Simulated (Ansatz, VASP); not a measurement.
# B: VASP and Ansatz over several settings

```
B
1.0
     1.62456    0.00000    0.00000
     0.00000    2.86615    0.00000
     0.00000    0.00000    3.91440
B
2
Direct
  0.00000 0.50000 0.60926
  0.50000 0.00000 0.39074
```

Single points on this cell with VASP 6.6.1 and Ansatz 0.2.0. Each row is one pair of runs. Alike in all rows: spin: off; VASP's potentials, cutoff: VASP PAW PBE potentials, release 64 (B), 520 eV; Ansatz's potentials, cutoff: Ansatz PAW, 420 eV.

```csv
level,k mesh,smearing,"gap on the k mesh at the Fermi level (eV), VASP","gap on the k mesh at the Fermi level (eV), Ansatz","pressure (GPa), VASP","pressure (GPa), Ansatz","rms of the force components (eV/Å), VASP","rms of the force components (eV/Å), Ansatz"
PBE,16 × 9 × 7,"gaussian, width 0.011 eV",none,none,0.2,0.2,0.031,0.029
PBE0,8 × 5 × 4,"fermi-dirac, width 0.05 eV",none,none,-1.9,-1.8,0.160,0.162
PBEsol-based global hybrid,8 × 5 × 4,"fermi-dirac, width 0.05 eV",none,none,-3.2,-3.2,0.146,0.146
B3LYP,8 × 5 × 4,"fermi-dirac, width 0.05 eV",none,none,-0.5,-0.3,0.191,0.187
```

Pressure (GPa): the two programs differ by at most 0.19; rms of the force components (eV/Å): the two programs differ by at most 0.0048.

A gap of «none» marks a metal or a gap that the smearing closes.

The k mesh is coarse in some rows, so the values compare programs but aren't converged.
